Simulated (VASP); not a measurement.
Here is a VASP 6.6.1 calculation.

INCAR

```
SYSTEM = HfO2
PREC = Accurate
ENCUT = 520
EDIFF = 1E-6
ISMEAR = 1
SIGMA = 0.05
LREAL = .FALSE.
LASPH = .TRUE.
NELM = 100
ALGO = Normal
ISIF = 2
LWAVE = .FALSE.
LCHARG = .TRUE.
LELF = .TRUE.
LVHAR = .TRUE.
NBANDS = 31
```

The input KPOINTS:

```
Automatic mesh
0
G
  4 4 6
  0 0 0
```

File POSCAR:

```
HfO2
1.0
    4.7812264360      0.0000000000      0.0000000000
    0.0000000000      4.7812264360      0.0000000000
    0.0000000000      0.0000000000      3.1839014994
Hf O
2 4
Direct
    0.0000000000      0.0000000000      0.0000000000
    0.5000000000      0.5000000000      0.5000000000
    0.1949550000      0.8050450000      0.5000000000
    0.3050450000      0.3050450000      0.0000000000
    0.6949550000      0.6949550000      0.0000000000
    0.8050450000      0.1949550000      0.5000000000
```

Potentials or basis: VASP PAW LDA potentials, release 64 (Hf_pv, O).

The run is started by

```bash
$ cat potpaw_LDA.64/Hf_pv/POTCAR potpaw_LDA.64/O/POTCAR > POTCAR
$ mpirun -np 1 vasp_std > vasp.out
```

Problem. Estimate the largest force.

Solution. 0.012 eV/Å.

Problem. What does it give for the band gap on the k mesh?

Solution. 3.85 eV, direct.

Stress tensor (GPa, compression positive):
```
-1.10  0.00  0.00
 0.00 -1.10  0.00
 0.00  0.00 -1.48
```

Caveat: spin-orbit coupling is left out, which moves the levels of the heavy elements. As with any semilocal functional, this LDA gap is likely too small.
